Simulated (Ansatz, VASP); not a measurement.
## HfC in VASP and in Ansatz

```
CELL_PARAMETERS angstrom
0.00000 2.30175 2.32500
2.30175 0.00000 2.32500
2.30175 2.30175 0.00000
ATOMIC_POSITIONS crystal
Hf 0.50000 0.50000 0.50000
C 0.00000 0.00000 0.00000
```

Change from the starting cell: equal xx and yy strain of -1 %.

Alike in both runs: task single point; functional LDA; k mesh 12 × 12 × 12; occupations fermi-dirac, width 0.05 eV; no spin polarisation.

|  | VASP | Ansatz |
| --- | --- | --- |
| version | VASP 6.6.1 | Ansatz 0.2.0 |
| potentials or method | VASP PAW LDA potentials, release 64 (Hf_pv, C), cutoff 520 eV | all-electron LAPW, scalar-relativistic |

```tsv
	VASP	Ansatz	Ansatz less VASP
pressure (GPa)	-6.9	-7.2	-0.35
traceless stress, the component that is largest in VASP (GPa)	-2.77	-2.71	+0.064
```

LDA's correlation is that of Perdew and Zunger in VASP and of Perdew and Wang (1992) in Ansatz. Ansatz ran all-electron here, and VASP with PAW potentials.

Spin-orbit coupling is off throughout.
